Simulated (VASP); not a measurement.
Runs of VASP 6.6.1 on Ag3B. The structure is that of space group Pm-3m (No. 221), or close to it. The cells are those of the table. The cell was built from a structure type or drawn by symmetry, and may not be a known phase.

```csv
task,cell,k mesh,cutoff (eV),gap on the mesh (eV),pressure (GPa),relaxed volume (Å³/atom)
single point,"a = 3.953 Å, 4 atoms",4 × 4 × 4,520,none,-0.2,-
relaxation of cell and atoms,"relaxed from a = 4.078 Å, 4 atoms",4 × 4 × 4,600,none,0.0,15.41
single point,"a = 4.078 Å, 4 atoms",4 × 4 × 4,520,none,-7.6,-
single point,"a = 3.953 Å, 4 atoms",12 × 12 × 12,520,none,-0.2,-
relaxation of cell and atoms,"relaxed from a = 3.953 Å, 4 atoms",12 × 12 × 12,600,none,0.1,(a)
```

Alike in all rows: level PBE; potentials or basis VASP PAW PBE potentials, release 64 (Ag, B); no spin polarisation; smearing gaussian 0.1 eV.

**Question.** Estimate the missing entries.

**Answer.** (a) 15.40.

Caveats: some runs use coarse meshes.

A k mesh can miss the band edges, and the runs leave out spin-orbit coupling on Ag.

A gap of «none» marks levels without a gap at the run's occupations.
